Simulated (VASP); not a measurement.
# NaCl (Fm-3m) in VASP: a series of runs

NaCl is run at these levels: revPBE+D4, LDA; tasks: single point, relaxation of cell and atoms.

All numbers are computed with VASP 6.6.1; they aren't measurements. Logs are shortened: lines on timing, memory, paths and dates and some standing lists are left out, and cuts for length are marked.

## Step 1: The cell of the first run

It takes space group Fm-3m (No. 225, cubic). Conventional cell: a = 5.704 Å, b = 5.704 Å, c = 5.704 Å, α = 90.00°, β = 90.00°, γ = 90.00°. Cl (site symmetry m-3m) has 6 Na at 2.85 Å within 3.8 Å. Within 3.8 Å of Na (site symmetry m-3m) lie 6 Cl at 2.85 Å.

## Step 2: Single point, revPBE+D4

INCAR

```
PREC = Accurate
ENCUT = 520
EDIFF = 1E-6
ISMEAR = -1
SIGMA = 0.05
LREAL = F
LASPH = T
NELM = 100
ALGO = Normal
ISIF = 2
LWAVE = F
LCHARG = F
GGA = RE
IVDW = 13
NBANDS = 14
```

KPOINTS

```
regular mesh
0
Gamma
  8 8 8
```

POSCAR

```
NaCl
1.0
    0.0000000000      2.8520024101      2.8520024101
    2.8520024101      0.0000000000      2.8520024101
    2.8520024101      2.8520024101      0.0000000000
Cl Na
1 1
Direct
    0.5000000000      0.5000000000      0.5000000000
    0.0000000000      0.0000000000      0.0000000000
```

Potentials or basis: VASP PAW PBE potentials, release 64 (Cl, Na_pv).

Run with:

```
cat potpaw_PBE.64/Cl/POTCAR potpaw_PBE.64/Na_pv/POTCAR > POTCAR
mpirun -np 1 vasp_std > vasp.out
```

OUTCAR:

```text
PREC = Accurate
   ENCUT = 520
   EDIFF = 1E-6
   ISMEAR = -1
   LREAL = F
   LASPH = T
   NELM = 100
   ISIF = 2
   GGA = RE
   IVDW = 13

 ion  position               nearest neighbor table
   1  0.500  0.500  0.500-
   2  0.000  0.000  0.000-

  LATTYP: Found a face centered cubic cell.
 ALAT       =     5.7040048202

  Lattice vectors:

 A1 = (   0.0000000000,   2.8520024101,   2.8520024101)
 A2 = (   2.8520024101,   0.0000000000,   2.8520024101)
 A3 = (   2.8520024101,   2.8520024101,   0.0000000000)

Analysis of symmetry for initial positions (statically):
=====================================================================
 Subroutine PRICEL returns:
 Original cell was already a primitive cell.

 Routine SETGRP: Setting up the symmetry group for a
 face centered cubic supercell.

 Subroutine GETGRP returns: Found 48 space group operations
 (whereof 48 operations were pure point group operations)
 out of a pool of 48 trial point group operations.

The static configuration has the point symmetry O_h .

Analysis of symmetry for dynamics (positions and initial velocities):
=====================================================================
 Subroutine PRICEL returns:
 Original cell was already a primitive cell.

 Routine SETGRP: Setting up the symmetry group for a
 face centered cubic supercell.

 Subroutine GETGRP returns: Found 48 space group operations
 (whereof 48 operations were pure point group operations)
 out of a pool of 48 trial point group operations.

The dynamic configuration has the point symmetry O_h .

 Subroutine INISYM returns: Found 48 space group operations
 (whereof 48 operations are pure point group operations),
 and found     1 'primitive' translations

----------------------------------------------------------------------------------------

                                     Primitive cell

  volume of cell :      46.3959

  direct lattice vectors                    reciprocal lattice vectors
     0.000000000  2.852002410  2.852002410    -0.175315420  0.175315420  0.175315420
     2.852002410  0.000000000  2.852002410     0.175315420 -0.175315420  0.175315420
     2.852002410  2.852002410  0.000000000     0.175315420  0.175315420 -0.175315420

  length of vectors
     4.033340488  4.033340488  4.033340488     0.303655215  0.303655215  0.303655215

  position of ions in fractional coordinates (direct lattice)
     0.500000000  0.500000000  0.500000000
     0.000000000  0.000000000  0.000000000

  ion indices of the primitive-cell ions
[... 85 lines left out ...]
   PSTRESS=    0.0 pullay stress
   NELECT =      14.0000    total number of electrons
   NUPDOWN=      -1.0000    fix difference up-down
   EMIN   =  10.00;   EMAX   =-10.00  energy-range for DOS
   EFERMI =   0.00;   METHOD = LEGACY
   ISMEAR =    -1;   SIGMA  =   0.05  broadening in eV -4-tet -1-fermi 0-gaus
   EFERMI_NEDOS =   21; number of points for ismear=-14 and -15
   IALGO  =     38    algorithm
   IMIX   =      4    mixing-type and parameters
     AMIX     =   0.40;   BMIX     =  1.00
     AMIX_MAG =   1.60;   BMIX_MAG =  1.00
  volume/ion in A,a.u.               =      23.20       156.55
  Fermi-wavevector in a.u.,A,eV,Ry     =   1.098055  2.075024 16.404896  1.205726
  Thomas-Fermi vector in A             =   2.234426
   LORBIT       =      0    0 simple, 1 ext, 2 COOP (PROOUT), +10 PAW based schemes
   GGA     = RE    functional components
   LHFCALC =     F    Hartree Fock is set to
   AEXX    =    0.0000 exact exchange contribution
   IVDW    =    13    specifies the selected vdW correction
   LEPSILON=     F    determine dielectric tensor
   LRPA    =     F    only Hartree local field effects (RPA)
 non-spin polarized calculation
  energy-cutoff  :      520.00
  volume of cell :       46.40
 maximum number of plane-waves:      1283
 NGX is ok and might be reduce to    30
   NGX = 15   NGY = 15   NGZ = 15

 number of electron      13.9999992 magnetization

 Free energy of the ion-electron system (eV)
  ---------------------------------------------------
  ext. energy  EPLUGINS =         0.00000000
  ---------------------------------------------------
  free energy    TOTEN  =        -6.44485627 eV

  energy without entropy =       -6.44485627  energy(sigma->0) =       -6.44485627

 E-fermi :   0.3304     XC(G=0):  -7.7264

 val. band max:       -0.8158968250   @ k =   0.0000   0.0000   0.0000
 cond. band min:       4.4439944618   @ k =   0.0000   0.0000   0.0000
 fundamental gap:      5.2598912868
 Fermi energy:         0.3303600038

 k-point     1 :       0.0000    0.0000    0.0000
  band No.  band energies     occupation
      1     -21.7232      2.00000
      2     -21.7232      2.00000
      3     -21.7232      2.00000
      4     -13.3900      2.00000
      5      -0.8159      2.00000
      6      -0.8159      2.00000
      7      -0.8159      2.00000
      8       4.4440      0.00000
      9      10.4123      0.00000
     10      10.4123      0.00000
     11      10.4123      0.00000
     12      12.4784      0.00000
     13      12.4784      0.00000
     14      14.2272      0.00000
[... 377 lines left out ...]
      1     -21.7424      2.00000
      2     -21.7300      2.00000
      3     -21.7268      2.00000
      4     -13.0639      2.00000
      5      -2.3305      2.00000
      6      -1.5114      2.00000
      7      -1.1918      2.00000
      8       7.6506      0.00000
      9       8.7940      0.00000
     10       9.5255      0.00000
     11      10.9670      0.00000
     12      13.5290      0.00000
     13      14.7511      0.00000
     14      15.6773      0.00000

 [... further k-points ...]

------------------------ aborting loop because EDIFF is reached ----------------------------------------

  DFT-D4 for vdW energy calculation

  Edisp (eV):   -0.31839

  FORCE on cell =-STRESS in cart. coord.  units (eV):
  Direction    XX          YY          ZZ          XY          YZ          ZX
  --------------------------------------------------------------------------------------
  -------------------------------------------------------------------------------------
  Total      -0.01146    -0.01146    -0.01146     0.00000     0.00000    -0.00000
  in kB      -0.39582    -0.39582    -0.39582     0.00000     0.00000    -0.00000
  external pressure =       -0.40 kB  Pullay stress =        0.00 kB

 VOLUME and BASIS-vectors are now :
 -----------------------------------------------------------------------------
  energy-cutoff  :      520.00
  volume of cell :       46.40
      direct lattice vectors                 reciprocal lattice vectors
     0.000000000  2.852002410  2.852002410    -0.175315420  0.175315420  0.175315420
     2.852002410  0.000000000  2.852002410     0.175315420 -0.175315420  0.175315420
     2.852002410  2.852002410  0.000000000     0.175315420  0.175315420 -0.175315420

 POSITION                                       TOTAL-FORCE (eV/Angst)
 -----------------------------------------------------------------------------------
      2.85200      2.85200      2.85200        -0.000000     -0.000000     -0.000000
      0.00000      0.00000      0.00000         0.000000      0.000000      0.000000
 -----------------------------------------------------------------------------------
    total drift:                               -0.000000      0.000000      0.000000

  FREE ENERGIE OF THE ION-ELECTRON SYSTEM (eV)
  ---------------------------------------------------
  free  energy   TOTEN  =        -6.7632489886 eV

  energy  without entropy=       -6.7632489886  energy(sigma->0) =       -6.76324899
```

Wall time 9.4 s (1 thread of Intel Xeon Platinum 8481C at 2.70GHz (Sapphire Rapids), shared host); peak memory 0.16 GiB.

Results:

| Property | Result |
| --- | --- |
| Free energy | -6.7632 eV |
| Pressure | 0.0 GPa |
| Band gap on the k mesh | 5.26 eV, direct |
| Dispersion energy per atom | -0.159 eV |

Caveat: the PAW data sets were made with another functional, which shifts forces and pressure a little. revPBE gaps usually lie below the measured ones, often by a third to a half.

## Step 3: Relaxation of cell and atoms, LDA

This run uses another cell than the first one, of 21.81 Å³/atom, 0.940 times its volume.

INCAR

```
SYSTEM = NaCl
ALGO = Normal
EDIFF = 1E-7
EDIFFG = -0.005
ENCUT = 600
GGA = CA
IBRION = 2
ISIF = 3
ISMEAR = -1
LASPH = .True.
LCHARG = .False.
LREAL = .False.
LWAVE = .False.
NELM = 80
NSW = 80
PREC = Accurate
SIGMA = 0.05
```

KPOINTS

```
k-points
0
Gamma
  8 8 8
  0 0 0
```

POSCAR

```
NaCl
1.0
    0.0000000000      2.7940632177      2.7940632177
    2.7940632177      0.0000000000      2.7940632177
    2.7940632177      2.7940632177      0.0000000000
Cl Na
1 1
Direct
    0.5000000000      0.5000000000      0.5000000000
    0.0000000000      0.0000000000      0.0000000000
```

Potentials or basis: VASP PAW LDA potentials, release 64 (Cl, Na_pv).

Run with:

```
cat potpaw_LDA.64/Cl/POTCAR potpaw_LDA.64/Na_pv/POTCAR > POTCAR
mpirun -np 1 vasp_std > vasp.out
```

Wall time 13 s (1 thread of Intel Xeon Platinum 8481C at 2.70GHz (Sapphire Rapids), shared host); peak memory 0.16 GiB.

The run converged. Its results:

| Property | Result |
| --- | --- |
| Free energy | -7.3896 eV |
| Relaxed volume | 20.41 Å³/atom |
| Relaxed cell | a = 3.865 Å, b = 3.865 Å, c = 3.865 Å, α = 60.00°, β = 60.00°, γ = 60.00° |
| Space group after relaxing (to 0.05 Å) | Fm-3m (No. 225) |
| Energy gained by relaxing | 8.5 meV/atom |
| Ionic steps | 4 |
| Pressure after relaxing | 0.0 GPa |
| Band gap on the k mesh | 5.08 eV, direct |

Step by step:
| step | energy change (eV) | largest force (eV/Å) | pressure (GPa) | volume (Å³) |
| --- | --- | --- | --- | --- |
| 1 | 0.0000 | 0.0000 | -1.82 | 43.63 |
| 2 | -0.0133 | 0.0000 | -0.91 | 42.08 |
| 3 | -0.0170 | 0.0000 | -0.06 | 40.90 |
| 4 | -0.0170 | 0.0000 | 0.02 | 40.82 |

Final structure:
```
Cl Na
1.0
     0.00000    2.73290    2.73290
     2.73290    0.00000    2.73290
     2.73290    2.73290    0.00000
Cl Na
1 1
Direct
  0.50000 0.50000 0.50000
  0.00000 0.00000 0.00000
```

Levels at points of the mesh, in eV from the valence-band top:
```
           k point  band 3  band 4  band 5  band 6  band 7  band 8  band 9  band 10  band 11
(0.00, 0.00, 0.00)  -20.63  -12.82    0.00    0.00    0.00    5.08   10.93    10.93    10.93
(0.50, 0.00, 0.00)  -20.63  -12.35   -2.33   -0.33   -0.33    7.05   10.90    10.90    11.04
(0.50, 0.50, 0.00)  -20.64  -12.30   -2.01   -0.72   -0.72    7.44    7.64    11.62    15.18
```

Expect the measured gap to be larger: semilocal functionals such as LDA lack the derivative discontinuity.
